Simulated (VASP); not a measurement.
The system is Al.

```
Al
1.0
     0.00000    2.02479    2.02479
     2.02479    0.00000    2.02479
     2.02479    2.02479    0.00000
Al
1
Direct
  0.00000 0.00000 0.00000
```

```yaml
Program: VASP 6.6.1
Task: relaxation of cell and atoms
Functional: r2SCAN
Potentials_or_basis: VASP PAW PBE potentials, release 64 (Al)
Cutoff: 600 eV
k_mesh: 13 × 13 × 13
Occupations: fermi-dirac, width 0.1 eV
Spin: no spin polarisation
```

At the start: pressure -3.8 GPa; volume 16.60 Å³/atom.

Task: How do energy, volume and symmetry change on relaxing?

Result: Over 3 steps the energy falls by 9.3 meV/atom and the volume is 15.86 Å³/atom (-4.5 %); space group Fm-3m (No. 225, to 0.1 Å) before and after.

The path:
| step | energy change (eV) | largest force (eV/Å) | pressure (GPa) | volume (Å³) |
| --- | --- | --- | --- | --- |
| 1 | 0.0000 | 0.0000 | -3.84 | 16.60 |
| 2 | -0.0086 | 0.0000 | 1.22 | 15.67 |
| 3 | -0.0093 | 0.0000 | 0.04 | 15.86 |

Final structure:
```xyz
1
Lattice="0.0000 1.9941 1.9941 1.9941 0.0000 1.9941 1.9941 1.9941 0.0000" Properties=species:S:1:pos:R:3 pbc="T T T"
Al    0.0000    0.0000    0.0000
```

Caveat: the PAW data sets were made with another functional, which shifts forces and pressure a little.
